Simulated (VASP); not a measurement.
A run of VASP 6.6.1 is set up as follows.

File INCAR:

```
ALGO = Normal
EDIFF = 1E-6
ENCUT = 520
GGA = PS
ISIF = 2
ISMEAR = 0
LASPH = T
LCHARG = F
LREAL = F
LWAVE = F
NBANDS = 36
NELM = 80
PREC = Accurate
SIGMA = 0.15
```

KPOINTS

```
k-points
0
Gamma
  17 17 5
```

The input POSCAR:

```
Ta2N
1.0
   -3.0786153856      0.0000000000      0.0000000000
   -1.5393076928     -2.6661591324      0.0000000000
    0.0000000000      0.0000000000      9.3465143614
Ta N
4 2
Direct
    0.6666666667      0.6666666667      0.1270798197
    0.6666666667      0.6666666667      0.6431285833
    0.3333333333      0.3333333333      0.9050177076
    0.3333333333      0.3333333333      0.3889689440
    0.0000000000      0.0000000000      0.2580243818
    0.0000000000      0.0000000000      0.7740731455
```

Potentials or basis: VASP PAW PBE potentials, release 64 (Ta_pv, N).

Run with:

```sh
$ cat potpaw_PBE.64/Ta_pv/POTCAR potpaw_PBE.64/N/POTCAR > POTCAR
$ mpirun -np 1 vasp_std > vasp.out
```

Q: Predict the band gap on the k mesh.

A: Zero (band 27 reaches 8.73 eV, above the bottom of band 28 at 7.21 eV).

Q: Predict the pressure.

A: 11.0 GPa.

Q: Predict the largest force.

A: 3.121 eV/Å.

Stress tensor (GPa, compression positive):
```
 6.25  0.00  0.00
 0.00  6.25  0.00
 0.00  0.00 20.44
```

Caveat: the PAW data sets were made with another functional, which shifts forces and pressure a little; spin-orbit coupling is left out, which moves the levels of the heavy elements.
